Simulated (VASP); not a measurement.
Runs of VASP 6.6.1 on PbSe. The structure is that of space group P6_3/mmc (No. 194), or close to it. The cells are those of the table. 

```tsv
task	cell	cutoff (eV)	gap on the mesh (eV)	pressure (GPa)	largest force (eV/Å)
relaxation of shape and atoms at fixed volume	relaxed from a = 4.427, b = 4.427, c = 7.827 Å, angles 90.0, 90.0, 120.0°, 4 atoms	600	0.53	-3.4	-
relaxation of shape and atoms at fixed volume	relaxed from a = 4.374, b = 4.374, c = 7.798 Å, angles 90.0, 90.0, 120.0°, 4 atoms	600	(b)	-2.6	-
single point	a = 4.271, b = 4.271, c = 7.644 Å, angles 90.0, 90.0, 120.0°, 4 atoms	520	0.20	(a)	0.20
single point	a = 4.271, b = 4.216, c = 7.644 Å, angles 90.0, 90.0, 118.7°, 4 atoms	520	0.14	0.0	0.02
relaxation of cell and atoms	relaxed from a = 4.701, b = 4.701, c = 6.552 Å, angles 90.0, 90.0, 120.0°, 4 atoms	600	0.22	0.0	-
relaxation of shape and atoms at fixed volume	relaxed from a = 4.333, b = 4.333, c = 7.724 Å, angles 90.0, 90.0, 120.0°, 4 atoms	600	0.37	-1.6	-
```

Alike in all rows: level PBE; potentials or basis VASP PAW PBE potentials, release 64 (Pb_d, Se); no spin polarisation; k mesh 8 × 8 × 6; smearing gaussian 0.05 eV.

Q: Fill in the values left out.

A: (a) 0.1; (b) 0.47.

Caveats: spin-orbit coupling is left out, which moves the levels of the heavy elements.

A k mesh can miss the band edges, and the runs leave out spin-orbit coupling on Pb, Se.
